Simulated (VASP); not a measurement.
Wanted: the native input for a VASP 6.6.1 run.

* Task: single point
* Functional: PBE
* Dispersion: D3(BJ)
* Potentials or basis: VASP PAW PBE potentials, release 64 (As, Ga_d)
* Cutoff: 520 eV
* k mesh: 8 × 8 × 8
* Occupations: fermi-dirac, width 0.05 eV
* Spin: no spin polarisation
* Dipole correction: no
* Further INCAR settings: ALGO = Normal; EDIFF = 1e-07; NBANDS = 16

The structure of GaAs lies in POSCAR:

```
GaAs
1.0
    0.0000000000      2.7886446409      2.7886446409
    2.7886446409      0.0000000000      2.7886446409
    2.7886446409      2.7886446409      0.0000000000
As Ga
1 1
Direct
    0.7500000000      0.7500000000      0.7500000000
    0.0000000000      0.0000000000      0.0000000000
```

These files were run (other wordings do the same):

INCAR

```
SYSTEM = GaAs
ALGO = Normal ; EDIFF = 1E-7
ENCUT = 520 ; GGA = PE
ISIF = 2 ; ISMEAR = -1
IVDW = 12 ; LASPH = .True.
LCHARG = .False. ; LREAL = .False.
LWAVE = .False. ; NBANDS = 16
NELM = 80 ; PREC = Accurate
SIGMA = 0.05
```

KPOINTS

```
k-points
0
Gamma
  8 8 8
  0 0 0
```

Potentials or basis: VASP PAW PBE potentials, release 64 (As, Ga_d).

The run is started by

```bash
$ cat potpaw_PBE.64/As/POTCAR potpaw_PBE.64/Ga_d/POTCAR > POTCAR
$ mpirun -np 1 vasp_std > vasp.out
```

It gave:

```yaml
Pressure: 4.2 GPa
Band_gap_on_the_k_mesh: 0.83 eV, direct
Dispersion_energy_per_atom: -0.339 eV
```

Run time: 12 s on 1 thread of Intel(R) Xeon(R) 6975P-C (Granite Rapids), on a shared host, peak memory 0.18 GiB.
